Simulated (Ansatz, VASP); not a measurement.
## One calculation of BeSe, two programs

The input INCAR:

```
PREC = Accurate
ENCUT = 600
EDIFF = 1E-6
ISMEAR = 0
SIGMA = 0.01
LREAL = False
LASPH = True
NELM = 200
ALGO = Normal
ISIF = 2
LWAVE = False
LCHARG = True
MAGMOM = 0 0 0 0 0 0
LORBIT = 11
LSORBIT = True
GGA_COMPAT = False
LORBMOM = True
GGA = PE
LVHAR = True
NBANDS = 20
```

Contents of KPOINTS:

```
Automatic mesh
0
Gamma
  8 8 8
```

POSCAR

```
BeSe
1.0
    0.0000000000      2.5810353788      2.5810353788
    2.5810353788      0.0000000000      2.5810353788
    2.5810353788      2.5810353788      0.0000000000
Be Se
1 1
Direct
    0.0000000000      0.0000000000      0.0000000000
    0.2500000000      0.2500000000      0.2500000000
```

Input for Ansatz:

```yaml
crystal:
  lattice:
    - [0.0, 2.5810353788, 2.5810353788]
    - [2.5810353788, 0.0, 2.5810353788]
    - [2.5810353788, 2.5810353788, 0.0]
  atoms:
    - { symbol: Be, position: [0.0, 0.0, 0.0] }
    - { symbol: Se, position: [0.25, 0.25, 0.25] }
kpoints:
  mp_grid: { grid: [8, 8, 8] }
  band_path:
    path:
      - [0.0, 0.0, 0.0]
      - [-0.5, -0.5, 0.0]
      - [-0.375, -0.375, 0.25]
      - [-0.375, 0.0, 0.375]
      - [0.0, 0.0, 0.5]
      - [-0.5, -0.25, 0.25]
      - [0.0, 0.5, 0.5]
    npoints: 1
hamiltonian:
  xc: pbe
scf:
  occupations: { method: fixed }
  n_extra_bands: 8
magnetization:
  noncollinear: true
  spin_orbit: true
output:
  forces: true
  stress: true
  eigenvalues: true
  write_density: true
  write_potential: true
  elf: true
  volumetric_format: npy
```

Alike in both runs: task single point; functional PBE; k mesh 8 × 8 × 8; non-collinear spin, spin-orbit coupling.

```csv
,VASP,Ansatz
version,VASP 6.6.1,Ansatz 0.2.0
potentials or method,"VASP PAW PBE potentials, release 64 (Be, Se)","plane waves, PAW"
plane-wave cutoff (eV),600,420
occupations,"gaussian, width 0.01 eV",fixed
valence electrons in the cell,8,18
```

```tsv
	VASP	Ansatz	Ansatz less VASP
pressure (GPa)	0.9	0.7	-0.20
```

VASP's potentials hold 8 valence electrons a cell and Ansatz's 18, so a difference there can come from the potentials and not from the codes.
